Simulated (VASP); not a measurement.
# Sb2Se3 (P-6m2) in VASP: further runs

Runs on Sb2Se3. Level: PBE. Tasks: single point.

Program: VASP 6.6.1. These are calculated values, not measurements. Logs are shortened: lines on timing, memory, paths and dates and some standing lists are left out, and cuts for length are marked.

## Step 1: The cell of the first run

It takes space group P-6m2 (No. 187, hexagonal). The conventional cell has a = 6.488 Å, b = 6.488 Å, c = 3.979 Å, α = 90.00°, β = 90.00°, γ = 120.00°. Sb (site symmetry -6m2) has 6 Se at 2.84 Å within 3.7 Å. Sb (site symmetry -6m2) has 6 Se at 3.25 Å and 8 Sb at 3.98 to 4.24 Å within 4.3 Å. Se (site symmetry mm2) has 4 Sb at 2.84 to 3.25 Å and 4 Se at 2.98 to 3.51 Å within 3.7 Å.

## Step 2: Single point, PBE

INCAR

```
SYSTEM = Sb2Se3
PREC     = Accurate       ! precision mode
ENCUT    = 500            ! plane-wave cutoff, eV
EDIFF    = 1E-6           ! SCF threshold, eV
ISMEAR   = 0              ! smearing method
SIGMA    = 0.15           ! smearing width, eV
LREAL    = .False.        ! projectors in reciprocal space
LASPH    = .True.         ! aspherical terms in the spheres
NELM     = 120            ! most SCF steps
ALGO     = Normal         ! electronic algorithm
ISIF     = 2              ! what is computed and relaxed
LWAVE    = .False.        ! write WAVECAR
LCHARG   = .False.        ! write CHGCAR
GGA      = PE             ! functional
NBANDS   = 22             ! bands
GGA_COMPAT= .False.
```

KPOINTS

```
Automatic mesh
0
Gamma
  2 2 3
  0 0 0
```

POSCAR

```
Sb2Se3
1.0
    6.4880269131      0.0000000030      0.0000000000
   -3.2440134591      5.6187961257      0.0000000000
    0.0000000000      0.0000000000      3.9794713916
Sb Se
2 3
Direct
    0.0000000000      0.0000000000      0.5000000000
    0.3333333333      0.6666666667      0.0000000000
    0.8198298692      0.1801701308      0.0000000000
    0.8198298692      0.6396597385      0.0000000000
    0.3603402615      0.1801701308      0.0000000000
```

Potentials or basis: VASP PAW PBE potentials, release 64 (Sb, Se).

Started as:

```console
cat potpaw_PBE.64/Sb/POTCAR potpaw_PBE.64/Se/POTCAR > POTCAR
mpirun -np 1 vasp_std > vasp.out
```

OUTCAR:

```text
SYSTEM = Sb2Se3
   PREC = Accurate
   ENCUT = 500
   EDIFF = 1E-6
   ISMEAR = 0
   LREAL = .False.
   LASPH = .True.
   NELM = 120
   ISIF = 2
   GGA = PE

 ion  position               nearest neighbor table
   1  0.000  0.000  0.500-   4 2.84   4 2.84   5 2.84   5 2.84   3 2.84   3 2.84
   2  0.333  0.667  0.000-   5 3.25   5 3.25   4 3.25   4 3.25   3 3.25   3 3.25
   3  0.820  0.180  0.000-   1 2.84   1 2.84   2 3.25   2 3.25
   4  0.820  0.640  0.000-   1 2.84   1 2.84   2 3.25   2 3.25
   5  0.360  0.180  0.000-   1 2.84   1 2.84   2 3.25   2 3.25

  LATTYP: Found a hexagonal cell.
 ALAT       =     6.4880269131
 C/A-ratio  =     0.6133561782

  Lattice vectors:

 A1 = (   6.4880269131,   0.0000000030,   0.0000000000)
 A2 = (  -3.2440134591,   5.6187961257,   0.0000000000)
 A3 = (   0.0000000000,   0.0000000000,   3.9794713916)

Analysis of symmetry for initial positions (statically):
=====================================================================
 Subroutine PRICEL returns:
 Original cell was already a primitive cell.

 Routine SETGRP: Setting up the symmetry group for a
 hexagonal supercell.

 Subroutine GETGRP returns: Found 12 space group operations
 (whereof 12 operations were pure point group operations)
 out of a pool of 24 trial point group operations.

The static configuration has the point symmetry D_3h.

Analysis of symmetry for dynamics (positions and initial velocities):
=====================================================================
 Subroutine PRICEL returns:
 Original cell was already a primitive cell.

 Routine SETGRP: Setting up the symmetry group for a
 hexagonal supercell.

 Subroutine GETGRP returns: Found 12 space group operations
 (whereof 12 operations were pure point group operations)
 out of a pool of 24 trial point group operations.

The dynamic configuration has the point symmetry D_3h.

 Subroutine INISYM returns: Found 12 space group operations
 (whereof 12 operations are pure point group operations),
 and found     1 'primitive' translations

----------------------------------------------------------------------------------------

                                     Primitive cell

  volume of cell :     145.0712

  direct lattice vectors                    reciprocal lattice vectors
     6.488026913  0.000000003  0.000000000     0.154130063  0.088987034  0.000000000
[... 72 lines left out ...]
   LREAL  =      F    real-space projection
   EDIFFG = 0.1E-04   stopping-criterion for IOM
   NSW    =      0    number of steps for IOM
   IBRION =     -1    ionic relax: 0-MD 1-quasi-New 2-CG
   NFREE  =      0    steps in history (QN), initial steepest desc. (CG)
   ISIF   =      2    stress and relaxation
   ISYM   =      2    0-nonsym 1-usesym 2-fastsym
   POTIM  = 0.5000    time-step for ionic-motion
   TEBEG  =    0.0;   TEEND  =   0.0 temperature during run
   PSTRESS=    0.0 pullay stress
   NELECT =      28.0000    total number of electrons
   NUPDOWN=      -1.0000    fix difference up-down
   EMIN   =  10.00;   EMAX   =-10.00  energy-range for DOS
   EFERMI =   0.00;   METHOD = LEGACY
   ISMEAR =     0;   SIGMA  =   0.15  broadening in eV -4-tet -1-fermi 0-gaus
   EFERMI_NEDOS =   21; number of points for ismear=-14 and -15
   IALGO  =     38    algorithm
   IMIX   =      4    mixing-type and parameters
     AMIX     =   0.40;   BMIX     =  1.00
     AMIX_MAG =   1.60;   BMIX_MAG =  1.00
  volume/ion in A,a.u.               =      29.01       195.80
  Fermi-wavevector in a.u.,A,eV,Ry     =   0.946093  1.787856 12.178461  0.895092
  Thomas-Fermi vector in A             =   2.074057
   LORBIT       =      0    0 simple, 1 ext, 2 COOP (PROOUT), +10 PAW based schemes
   GGA     = PE    functional components
   LHFCALC =     F    Hartree Fock is set to
   AEXX    =    0.0000 exact exchange contribution
   IVDW    =     0    specifies the selected vdW correction
   LEPSILON=     F    determine dielectric tensor
   LRPA    =     F    only Hartree local field effects (RPA)
 non-spin polarized calculation
 Gauss-broadening in eV      SIGMA  =   0.15
  energy-cutoff  :      500.00
  volume of cell :      145.07
 maximum number of plane-waves:      3696
 NGX is ok and might be reduce to    48
   NGX = 23   NGY = 23   NGZ = 15

 number of electron      27.9999999 magnetization

 Free energy of the ion-electron system (eV)
  ---------------------------------------------------
  ext. energy  EPLUGINS =         0.00000000
  ---------------------------------------------------
  free energy    TOTEN  =       -17.30617315 eV

  energy without entropy =      -17.22631775  energy(sigma->0) =      -17.26624545

 E-fermi :   4.3161     XC(G=0):  -9.1060

 val. band max:        4.1984721829   @ k =   0.5000   0.0000   0.3333
 cond. band min:       4.3461582269   @ k =   0.0000   0.0000   0.3333
 fundamental gap:      0.1476860440
 Fermi energy:         4.3161238564

 k-point     1 :       0.0000    0.0000    0.0000
  band No.  band energies     occupation
      1     -10.2897      2.00000
      2      -8.1867      2.00000
      3      -8.1867      2.00000
      4      -4.9482      2.00000
      5      -3.9019      2.00000
      6      -0.8142      2.00000
[... 89 lines left out ...]
     21       9.9594      0.00000
     22      11.0799      0.00000

------------------------ aborting loop because EDIFF is reached ----------------------------------------

  FORCE on cell =-STRESS in cart. coord.  units (eV):
  Direction    XX          YY          ZZ          XY          YZ          ZX
  --------------------------------------------------------------------------------------
  -------------------------------------------------------------------------------------
  Total       -0.4042347     -0.4042347      0.3706972     -0.0000000      0.0000000      0.0000000
  in kB       -4.4643976     -4.4643976      4.0940068     -0.0000000      0.0000000      0.0000000
  external PRESSURE =      -1.6115962 kB  Pullay stress =       0.0000000 kB

 VOLUME and BASIS-vectors are now :
 -----------------------------------------------------------------------------
  energy-cutoff  :      500.00
  volume of cell :      145.07
      direct lattice vectors                 reciprocal lattice vectors
     6.488026913  0.000000003  0.000000000     0.154130063  0.088987034  0.000000000
    -3.244013459  5.618796126  0.000000000    -0.000000000  0.177974067  0.000000000
     0.000000000  0.000000000  3.979471392     0.000000000  0.000000000  0.251289657

 POSITION                                       TOTAL-FORCE (eV/Angst)
 -----------------------------------------------------------------------------------
      0.00000      0.00000      1.98974         0.000000      0.000000      0.000000
     -0.00000      3.74586      0.00000         0.000000      0.000000      0.000000
      4.73460      1.01234      0.00000         0.035380     -0.020427      0.000000
      3.24401      3.59412      0.00000        -0.000000      0.040853     -0.000000
      1.75342      1.01234      0.00000        -0.035380     -0.020427      0.000000
 -----------------------------------------------------------------------------------
    total drift:                                0.000001     -0.000000      0.000000

  FREE ENERGIE OF THE ION-ELECTRON SYSTEM (eV)
  ---------------------------------------------------
  free  energy   TOTEN  =       -17.3061731499 eV

  energy  without entropy=      -17.2263177466  energy(sigma->0) =      -17.26624545
```

OSZICAR:

```text
N       E                     dE             d eps       ncg     rms          rms(c)
DAV:   1     0.150236329768E+03    0.15024E+03   -0.10193E+04   176   0.101E+03
DAV:   2    -0.407112194278E+01   -0.15431E+03   -0.14971E+03   244   0.176E+02
DAV:   3    -0.173322215902E+02   -0.13261E+02   -0.12996E+02   212   0.569E+01
DAV:   4    -0.175309100420E+02   -0.19869E+00   -0.19808E+00   206   0.802E+00
DAV:   5    -0.175333246636E+02   -0.24146E-02   -0.24140E-02   224   0.942E-01    0.560E+00
DAV:   6    -0.173563684364E+02    0.17696E+00   -0.87470E-01   194   0.318E+00    0.386E+00
DAV:   7    -0.173148078763E+02    0.41561E-01   -0.59956E-01   200   0.186E+00    0.216E+00
DAV:   8    -0.173051277369E+02    0.96801E-02   -0.73959E-02   218   0.826E-01    0.727E-01
DAV:   9    -0.173060102604E+02   -0.88252E-03   -0.45572E-03   200   0.339E-01    0.152E-01
DAV:  10    -0.173061120429E+02   -0.10178E-03   -0.52431E-04   212   0.113E-01    0.554E-02
DAV:  11    -0.173061674473E+02   -0.55404E-04   -0.97453E-05   212   0.519E-02    0.214E-02
DAV:  12    -0.173061703829E+02   -0.29356E-05   -0.10565E-05   224   0.157E-02    0.672E-03
DAV:  13    -0.173061729609E+02   -0.25780E-05   -0.34002E-06   186   0.999E-03    0.295E-03
DAV:  14    -0.173061731499E+02   -0.18902E-06   -0.32091E-07   136   0.279E-03
   1 F= -.17306173E+02 E0= -.17266245E+02  d E =-.798554E-01
```

stdout:

```text
POSCAR found type information on POSCAR SbSe
 POSCAR found :  2 types and       5 ions
 scaLAPACK will be used
 LDA part: xc-table for (Slater+PW92), standard interpolation
 POSCAR, INCAR and KPOINTS ok, starting setup
 FFT: planning ... GRIDC
 FFT: planning ... GRID_SOFT
 FFT: planning ... GRID
 WAVECAR not read
 entering main loop
```

Run time: 36 s. Hardware: 1 thread of AMD EPYC 7R13, shared host; peak memory 0.2 GiB.

Results:

```
Free energy            : -17.3062 eV
Pressure               : -0.2 GPa
Largest force          : 0.041 eV/Å
Band gap on the k mesh : zero (band 14 reaches 4.43 eV, above the bottom of band 15 at 4.10 eV)
```

Forces on the atoms (eV/Å):
```
Sb   0.000  0.000  0.000
Sb   0.000  0.000  0.000
Se   0.035 -0.020  0.000
Se   0.000  0.041  0.000
Se  -0.035 -0.020  0.000
```

Stress tensor (GPa, compression positive):
```
-0.45  0.00  0.00
 0.00 -0.45  0.00
 0.00  0.00  0.41
```

Levels at points of the mesh, in eV from the Fermi level:
| k point | band 12 | band 13 | band 14 | band 15 | band 16 | band 17 |
| --- | --- | --- | --- | --- | --- | --- |
| (0.00, 0.00, 0.00) | -0.79 | -0.79 | -0.13 | 1.82 | 1.91 | 1.91 |
| (0.50, 0.00, 0.00) | -1.09 | -0.79 | -0.39 | -0.22 | 1.44 | 1.77 |

Caveat: the k points lie up to 0.56 Å⁻¹ apart; spin-orbit coupling is left out, which moves the levels of the heavy elements.

## Step 3: Single point, PBE

This run uses another cell than the first one, of 43.44 Å³/atom, 1.497 times its volume.

INCAR

```
PREC = Accurate ; ENCUT = 500
EDIFF = 1E-6 ; ISMEAR = 0
SIGMA = 0.15 ; LREAL = False
LASPH = True ; NELM = 120
ALGO = Normal ; ISIF = 2
LWAVE = False ; LCHARG = False
GGA = PE ; NBANDS = 22
GGA_COMPAT = False
```

KPOINTS

```
Automatic mesh
0
Gamma
  3 3 2
```

POSCAR

```
Sb2Se3
1.0
    4.7676948433      0.0000000028      0.0000000000
   -2.3838474241      4.1289448503      0.0000000000
    0.0000000000      0.0000000000     11.0342980143
Sb Se
2 3
Direct
    0.3333333333      0.6666666667      0.5000000000
    0.0000000000      0.0000000000      0.0000000000
    0.3333333333      0.6666666667      0.7236364648
    0.3333333333      0.6666666667      0.2763635352
    0.3333333333      0.6666666667      0.0000000000
```

Potentials or basis: VASP PAW PBE potentials, release 64 (Sb, Se).

Started as:

```console
cat potpaw_PBE.64/Sb/POTCAR potpaw_PBE.64/Se/POTCAR > POTCAR
mpirun -np 1 vasp_std > vasp.out
```

It took 61 s on 1 thread of AMD EPYC 7R13, shared host; peak memory 0.27 GiB.

The run converged. Its results:

```
Free energy            : -16.1855 eV
Pressure               : 0.0 GPa
Largest force          : 0.011 eV/Å
Band gap on the k mesh : zero (band 14 reaches 1.78 eV, above the bottom of band 15 at 1.37 eV)
```

Forces in eV/Å, atoms in the order of the input:
```
Sb   0.000  0.000  0.000
Sb   0.000  0.000  0.000
Se   0.000  0.000 -0.011
Se   0.000  0.000  0.011
Se   0.000  0.000  0.000
```

Levels at points of the mesh, in eV from the Fermi level:
```tsv
k point	band 11	band 12	band 13	band 14	band 15	band 16	band 17	band 18
(0.00, 0.00, 0.00)	-1.71	-1.01	-1.01	-0.30	0.51	0.51	0.80	1.33
(0.00, 0.00, 0.50)	-1.76	-0.93	-0.93	0.40	0.53	0.53	1.24	1.24
```

Caveat: the k points lie up to 0.51 Å⁻¹ apart; spin-orbit coupling is left out, which moves the levels of the heavy elements.
